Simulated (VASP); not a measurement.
# Al30Ga (a cell with a defect) in VASP: notebook, part 2 of 2

VASP 6.6.1. The steps go on from the part before.

## Step 3: Single point, PBEsol

Contents of INCAR:

```
ALGO = Normal ; EDIFF = 1E-6
ENCUT = 520 ; GGA = PS
ISIF = 2 ; ISMEAR = 0
LASPH = True ; LCHARG = False
LREAL = Auto ; LWAVE = False
NBANDS = 72 ; NELM = 60
PREC = Accurate ; SIGMA = 0.15
```

Contents of KPOINTS:

```
k-points
0
Gamma
  3 3 3
```

Contents of POSCAR:

```
Al30Ga
1.0
    8.1000000000      0.0000000000      0.0000000000
    0.0000000000      8.1000000000      0.0000000000
    0.0000000000      0.0000000000      8.1000000000
Al Ga
30 1
Direct
    0.5013201235      0.0013854321      0.0006266667
    0.7487292593     -0.0051414815      0.2577895062
    0.2494925926      0.2479253086      0.0006154321
    0.5029520988      0.4967569136      0.0006244444
    0.7517479012      0.7501830864      0.0006369136
    0.2477377778     -0.0010576543      0.2491195062
    0.5034812346      0.2511962963      0.2485172840
    0.7484871605      0.4962525926      0.2485593827
    0.4980304938     -0.0012856790      0.5006201235
    0.7497769136      0.2499044444      0.5006118519
    0.7487391358     -0.0051818519      0.7434422222
   -0.0017008642      0.4983696296      0.0006598765
    0.2478566667      0.7518504938      0.0006295062
    0.0048130864      0.2509732099      0.2577781481
    0.2504990123      0.5003760494      0.2516113580
    0.4993065432      0.7492122222      0.2516255556
    0.0009986420     -0.0013181481      0.5006127160
    0.2547417284      0.2509895062      0.5006060494
    0.5002029630      0.4994772840      0.5006459259
    0.7487156790      0.7449338272      0.5006238272
    0.2477445679     -0.0010932099      0.7521249383
    0.5034723457      0.2511751852      0.7527272840
    0.7485198765      0.4961872840      0.7527316049
    0.0007860494      0.7519639506      0.2491170370
    0.0010037037      0.5016624691      0.5006174074
    0.2489296296      0.7507507407      0.5006440741
    0.0048644444      0.2509234568      0.7434296296
    0.2504972840      0.5003464198      0.7496654321
    0.4993398765      0.7491529630      0.7496577778
    0.0007612346      0.7519251852      0.7521514815
    0.8153132099      0.1844065432      0.0005377778
```

Potentials or basis: VASP PAW PBE potentials, release 64 (Al, Ga_d).

Run with:

```bash
$ cat potpaw_PBE.64/Al/POTCAR potpaw_PBE.64/Ga_d/POTCAR > POTCAR
$ mpirun -np 1 vasp_std > vasp.out
```

OUTCAR:

```text
EDIFF = 1E-6
   ENCUT = 520
   GGA = PS
   ISIF = 2
   ISMEAR = 0
   LASPH = True
   LREAL = Auto
   NELM = 60
   PREC = Accurate

 ion  position               nearest neighbor table
   1  0.501  0.001  0.001-  22 2.85   7 2.85   3 2.85   5 2.87   6 2.88  21 2.88  13 2.88  16 2.88
                            29 2.88   2 2.89  11 2.89  31 2.94
   2  0.749  0.995  0.258-  31 2.64  20 2.82   9 2.83  16 2.84  24 2.84  17 2.84  10 2.85   7 2.87
                             5 2.88   1 2.89  14 2.93
   3  0.249  0.248  0.001-   6 2.85  21 2.85   1 2.85  12 2.87  22 2.87   7 2.87  27 2.88  14 2.88
                             4 2.88  28 2.88  15 2.88
   4  0.503  0.497  0.001-   7 2.83  23 2.83   8 2.83  22 2.83   5 2.88   3 2.88  29 2.88  28 2.88
                            15 2.88  16 2.88  13 2.92
   5  0.752  0.750  0.001-  30 2.85  24 2.85  12 2.85   1 2.87   8 2.87  23 2.88   2 2.88  11 2.88
                             4 2.88  29 2.88  16 2.88
   6  0.248  0.999  0.249-  24 2.83  14 2.84  13 2.84   3 2.85  17 2.85  26 2.86  16 2.87   9 2.87
                             1 2.88  18 2.88   7 2.91
   7  0.503  0.251  0.249-   8 2.81   4 2.83   1 2.85  10 2.85  19 2.87  18 2.87   2 2.87   3 2.87
                            15 2.88   9 2.89   6 2.91
   8  0.748  0.496  0.249-   7 2.81   4 2.83  12 2.85  10 2.85  19 2.87  20 2.87  14 2.87   5 2.87
                            16 2.88  25 2.89  24 2.91
   9  0.498  0.999  0.501-   2 2.83  11 2.83  18 2.84  26 2.85  16 2.86  29 2.86  21 2.87   6 2.87
[... 28 lines left out ...]
                            29 2.88  25 2.89  30 2.91
  24  0.001  0.752  0.249-   6 2.83   2 2.84  13 2.84   5 2.85  17 2.85  26 2.86  15 2.87  25 2.87
                            12 2.88  20 2.88   8 2.91
  25  0.001  0.502  0.501-  14 2.83  27 2.83  20 2.84  26 2.85  15 2.86  28 2.86  30 2.87  24 2.87
                            10 2.88  18 2.89   8 2.89  23 2.89
  26  0.249  0.751  0.501-  17 2.84  25 2.85   9 2.85  16 2.86  15 2.86  29 2.86  28 2.86  21 2.86
                            24 2.86  30 2.86   6 2.86  19 2.88
  27  0.005  0.251  0.743-  31 2.64  18 2.82  25 2.83  21 2.84  28 2.84  17 2.84  10 2.85  23 2.87
                             3 2.88  12 2.89  11 2.93
  28  0.250  0.500  0.750-  27 2.84  29 2.85  18 2.85  25 2.86  19 2.86  26 2.86  30 2.87  22 2.88
                            13 2.88  12 2.88   3 2.88   4 2.88
  29  0.499  0.749  0.750-  11 2.84  28 2.85  20 2.85   9 2.86  19 2.86  26 2.86  21 2.87  23 2.88
                            13 2.88   1 2.88   4 2.88   5 2.88
  30  0.001  0.752  0.752-  21 2.83  11 2.84  13 2.84   5 2.85  17 2.85  26 2.86  28 2.87  25 2.87
[... 220 lines left out ...]
 maximum number of plane-waves:     14358
   NGX = 31   NGY = 31   NGZ = 31

 number of electron     103.0000014 magnetization

 Free energy of the ion-electron system (eV)
  ---------------------------------------------------
  ext. energy  EPLUGINS =         0.00000000
  ---------------------------------------------------
  free energy    TOTEN  =      -125.55124459 eV

  energy without entropy =     -125.43237768  energy(sigma->0) =     -125.49181113

 E-fermi :   7.3712     XC(G=0): -10.1422

 val. band max:        7.3558329482   @ k =   0.3333  -0.3333   0.3333
 cond. band min:       7.4046354369   @ k =  -0.3333   0.3333   0.3333
 fundamental gap:      0.0488024887
 Fermi energy:         7.3712368258

 k-point     1 :       0.0000    0.0000    0.0000
  band No.  band energies     occupation
      1      -7.4368      2.00000
      2      -7.4233      2.00000
      3      -7.4167      2.00000
      4      -7.4114      2.00000
      5      -7.4037      2.00000
      6      -3.4723      2.00000
[... 913 lines left out ...]
     62       9.2005      0.00000
     63       9.4287      0.00000
 [bands above 63 left out]

------------------------ aborting loop because EDIFF is reached ----------------------------------------

  FORCE on cell =-STRESS in cart. coord.  units (eV):
  Direction    XX          YY          ZZ          XY          YZ          ZX
  --------------------------------------------------------------------------------------
  -------------------------------------------------------------------------------------
  Total       -7.9906492     -7.9918143     -6.5521071      1.0260308      0.0003601     -0.0061529
  in kB      -24.0900439    -24.0935565    -19.7531569      3.0932565      0.0010856     -0.0185495
  external PRESSURE =     -22.6455857 kB  Pullay stress =       0.0000000 kB

 VOLUME and BASIS-vectors are now :
 -----------------------------------------------------------------------------
  energy-cutoff  :      520.00
  volume of cell :      531.44
      direct lattice vectors                 reciprocal lattice vectors
     8.100000000  0.000000000  0.000000000     0.123456790  0.000000000  0.000000000
     0.000000000  8.100000000  0.000000000     0.000000000  0.123456790  0.000000000
     0.000000000  0.000000000  8.100000000     0.000000000  0.000000000  0.123456790

 POSITION                                       TOTAL-FORCE (eV/Angst)
 -----------------------------------------------------------------------------------
      4.06069      0.01122      0.00508         0.035146      0.000857      0.000574
      6.06471      8.05835      2.08810         0.007416     -0.079975      0.059739
      2.02089      2.00819      0.00499        -0.017814     -0.012770      0.000679
      4.07391      4.02373      0.00506        -0.011102      0.010000     -0.001362
      6.08916      6.07648      0.00516         0.014696      0.018497      0.000952
      2.00668      8.09143      2.01787         0.010489      0.005370     -0.021163
[... 23 lines left out ...]
      0.00617      6.09059      6.09243        -0.005139     -0.009940      0.020534
      6.60404      1.49369      0.00436        -0.394952      0.394300      0.000838
 -----------------------------------------------------------------------------------
    total drift:                                0.005477     -0.007961      0.042173

  FREE ENERGIE OF THE ION-ELECTRON SYSTEM (eV)
  ---------------------------------------------------
  free  energy   TOTEN  =      -125.5512445942 eV

  energy  without entropy=     -125.4323776755  energy(sigma->0) =     -125.49181113
```

Run time: 14 min. Hardware: 1 thread of Intel Xeon 6975P-C, shared host; peak memory 0.67 GiB.

What came out:

- Free energy: -125.5512 eV
- Pressure: -2.3 GPa
- Largest force: 0.558 eV/Å

Forces in eV/Å, atoms in the order of the input:
```
Al   0.035  0.001  0.001
Al   0.007 -0.080  0.060
Al  -0.018 -0.013  0.001
Al  -0.011  0.010 -0.001
Al   0.015  0.018  0.001
Al   0.010  0.005 -0.021
Al   0.014 -0.018 -0.013
Al   0.017 -0.014 -0.013
Al  -0.042  0.019  0.002
Al  -0.005  0.003  0.004
Al   0.008 -0.079 -0.062
Al   0.001 -0.035 -0.001
Al   0.016 -0.018 -0.001
Al   0.080 -0.007  0.060
Al   0.031  0.014  0.003
Al  -0.013 -0.031  0.002
Al   0.017 -0.017  0.001
Al   0.089 -0.023 -0.002
Al  -0.010  0.008  0.004
Al   0.021 -0.088 -0.002
Al   0.011  0.005  0.020
Al   0.014 -0.020  0.011
Al   0.019 -0.012  0.011
Al  -0.006 -0.010 -0.021
Al  -0.020  0.043  0.001
Al   0.022 -0.022  0.002
Al   0.080 -0.007 -0.062
Al   0.032  0.014 -0.002
Al  -0.016 -0.033 -0.002
Al  -0.005 -0.010  0.021
Ga  -0.395  0.394  0.001
```

Caveat: the PAW data sets were made with another functional, which shifts forces and pressure a little.

## Step 4: Single point, PBEsol

Contents of INCAR:

```
PREC = Accurate
ENCUT = 520
EDIFF = 1E-6
ISMEAR = 0
SIGMA = 0.15
LREAL = Auto
LASPH = T
NELM = 60
ALGO = Normal
ISIF = 2
LWAVE = F
LCHARG = T
GGA = PS
LELF = T
LVHAR = T
NBANDS = 72
```

Contents of KPOINTS:

```
regular mesh
0
Gamma
  3 3 3
```

Contents of POSCAR:

```
Al30Ga
1.0
    8.1000000000      0.0000000000      0.0000000000
    0.0000000000      8.1000000000      0.0000000000
    0.0000000000      0.0000000000      8.1000000000
Al Ga
30 1
Direct
    0.5010833333      0.0010461728      0.0002070370
    0.7458159259     -0.0019053086      0.2572460494
    0.2493325926      0.2476330864      0.0002058025
    0.5027651852      0.4971383951      0.0002098765
    0.7522574074      0.7505583951      0.0002143210
    0.2471437037     -0.0021876543      0.2480835802
    0.5028464198      0.2500569136      0.2487292593
    0.7498365432      0.4970698765      0.2487466667
    0.4959050617     -0.0019674074      0.5002034568
    0.7495855556      0.2503079012      0.5002030864
    0.7458128395     -0.0019171605      0.7431593827
   -0.0011529630      0.4988128395      0.0002195062
    0.2476550617      0.7522495062      0.0002129630
    0.0017953086      0.2540853086      0.2572434568
    0.2512524691      0.4998220988      0.2511790123
    0.5000709877      0.7486534568      0.2511846914
    0.0008134568     -0.0009209877      0.5002016049
    0.2525302469      0.2502998765      0.5002014815
    0.5016522222      0.4982390123      0.5002177778
    0.7496033333      0.7473628395      0.5002103704
    0.2471443210     -0.0022059259      0.7523288889
    0.5028416049      0.2500480247      0.7516861728
    0.7498493827      0.4970417284      0.7516856790
    0.0021019753      0.7527596296      0.2480809877
    0.0018748148      0.5039933333      0.5002035802
    0.2503864198      0.7495064198      0.5002175309
    0.0018107407      0.2540712346      0.7431551852
    0.2512502469      0.4998088889      0.7492519753
    0.5000856790      0.7486302469      0.7492466667
    0.0020933333      0.7527464198      0.7523414815
    0.9363434568      0.0635637037      0.0001761728
```

Run with:

```bash
$ cat potpaw_PBE.64/Al/POTCAR potpaw_PBE.64/Ga_d/POTCAR > POTCAR
$ mpirun -np 1 vasp_std > vasp.out
```

It took 22 min on 1 thread of AMD EPYC 7R13, shared host; peak memory 0.64 GiB.

It converged, with:

- Free energy: -125.5574 eV
- Pressure: -2.3 GPa
- Largest force: 0.558 eV/Å

Forces on the atoms (eV/Å):
```
Al   0.022  0.014  0.001
Al  -0.080  0.010  0.059
Al  -0.033  0.001 -0.001
Al  -0.019  0.019 -0.002
Al  -0.001  0.033  0.000
Al  -0.015  0.019 -0.009
Al  -0.012 -0.006 -0.021
Al   0.007  0.011 -0.021
Al  -0.094  0.020 -0.001
Al  -0.016  0.016  0.001
Al  -0.081  0.011 -0.060
Al  -0.014 -0.021  0.001
Al   0.008 -0.008  0.000
Al  -0.009  0.080  0.059
Al   0.016  0.028  0.003
Al  -0.028 -0.016  0.003
Al   0.008 -0.009  0.002
Al   0.041 -0.022 -0.001
Al  -0.024  0.025  0.001
Al   0.022 -0.041  0.000
Al  -0.015  0.020  0.008
Al  -0.012 -0.007  0.023
Al   0.006  0.012  0.022
Al  -0.019  0.016 -0.009
Al  -0.021  0.095 -0.001
Al   0.013 -0.013  0.001
Al  -0.010  0.082 -0.060
Al   0.016  0.028 -0.003
Al  -0.029 -0.016 -0.003
Al  -0.020  0.016  0.009
Ga   0.394 -0.395  0.001
```

Stress tensor (GPa, compression positive):
```
-2.41  0.31  0.00
 0.31 -2.41  0.00
 0.00  0.00 -1.99
```

Levels at points of the mesh, in eV from the Fermi level:
```tsv
k point	band 50	band 51	band 52	band 53	band 54	band 55
(0.00, 0.00, 0.00)	-0.26	0.31	0.45	0.49	0.55	0.56
```

Caveat: the PAW data sets were made with another functional, which shifts forces and pressure a little.

## Step 5: Single point, PBEsol

Contents of INCAR:

```
ALGO = Normal
EDIFF = 1E-6
ENCUT = 520
GGA = PS
ISIF = 2
ISMEAR = 0
LASPH = T
LCHARG = F
LREAL = Auto
LWAVE = F
NBANDS = 72
NELM = 100
PREC = Accurate
SIGMA = 0.15
```

Contents of KPOINTS:

```
k-points
0
Gamma
  3 3 3
```

Contents of POSCAR:

```
Al30Ga
1.0
    8.1000000000      0.0000000000      0.0000000000
    0.0000000000      8.1000000000      0.0000000000
    0.0000000000      0.0000000000      8.1000000000
Al Ga
30 1
Direct
    0.4997862603     -0.0016343570      0.0007825720
    0.7518264788     -0.0019960516      0.2496616753
    0.2495054250      0.2475862998      0.0008168597
    0.5008126939      0.4987931352      0.0009269422
    0.7520120240      0.7499972387      0.0008426849
    0.2481706714     -0.0007445923      0.2490298575
    0.5004934314      0.2501255989      0.2516085054
    0.7494869404      0.4991660647      0.2517870907
    0.4996736165     -0.0012589217      0.5008312930
    0.7495852364      0.2500504106      0.5008342231
    0.7518135331     -0.0020789855      0.7519148912
    0.0012295602      0.4997770217      0.0009683426
    0.2485747488      0.7511066400      0.0008021254
    0.0015020729      0.2477787385      0.2495604325
    0.2517544742      0.4997545603      0.2521279184
    0.4997836759      0.7480592178      0.2521984613
    0.0007714021     -0.0011645319      0.5007751871
    0.2521372407      0.2502912116      0.5008358564
    0.5004492340      0.4990634179      0.5009005066
    0.7493073038      0.7474935744      0.5008782622
    0.2482608399     -0.0009114928      0.7525502976
    0.5005122785      0.2499805145      0.7499845288
    0.7496014515      0.4989778738      0.7499028383
    0.0004603776      0.7514835948      0.2489721467
    0.0008555594      0.4999585864      0.5007944400
    0.2510744287      0.7485781396      0.5010030649
    0.0016092197      0.2476380939      0.7519253467
    0.2516050626      0.4996600112      0.7496425691
    0.4999278206      0.7478503464      0.7495923222
    0.0003935423      0.7512188164      0.7527386553
    0.7565708954      0.2430030256      0.0006242032
```

Run with:

```bash
$ cat potpaw_PBE.64/Al/POTCAR potpaw_PBE.64/Ga_d/POTCAR > POTCAR
$ mpirun -np 1 vasp_std > vasp.out
```

Run time: 5.3 min. Hardware: 1 thread of Intel Xeon 6975P-C (Granite Rapids), shared host; peak memory 0.66 GiB.

Results (log left out):

```
Free energy   : -125.7965 eV
Pressure      : -2.5 GPa
Largest force : 0.012 eV/Å
```

Forces in eV/Å, atoms in the order of the input:
```
Al  -0.004 -0.004  0.002
Al   0.000  0.005 -0.007
Al  -0.001 -0.006 -0.002
Al   0.004 -0.003 -0.001
Al   0.005  0.003  0.001
Al  -0.005 -0.001 -0.008
Al   0.005  0.000  0.008
Al  -0.003 -0.004  0.003
Al  -0.001 -0.001  0.000
Al  -0.008  0.002  0.002
Al   0.002  0.003  0.004
Al   0.004  0.003 -0.001
Al  -0.008  0.008  0.002
Al  -0.001  0.000 -0.003
Al  -0.003  0.003  0.003
Al   0.001 -0.004  0.001
Al   0.002 -0.004  0.003
Al   0.007  0.005 -0.001
Al   0.003 -0.002  0.002
Al  -0.004 -0.009 -0.002
Al  -0.007  0.000  0.007
Al   0.004  0.004 -0.004
Al  -0.006 -0.005 -0.002
Al   0.002  0.005 -0.008
Al   0.005  0.000  0.002
Al   0.000 -0.002 -0.002
Al  -0.002  0.001  0.004
Al   0.007  0.000 -0.006
Al  -0.001 -0.003 -0.003
Al   0.001  0.010  0.003
Ga   0.002 -0.002  0.001
```

Stress tensor (GPa, compression positive):
```
-2.41  0.15  0.00
 0.15 -2.41  0.00
 0.00  0.00 -2.62
```

Levels at points of the mesh, in eV from the Fermi level:
```csv
k point,band 48,band 49,band 50,band 51,band 52,band 53,band 54,band 55,band 56,band 57
"(0.00, 0.00, 0.00)",-0.28,-0.26,-0.24,0.40,0.49,0.49,0.53,0.57,0.61,0.86
```

Caveat: the PAW data sets were made with another functional, which shifts forces and pressure a little.
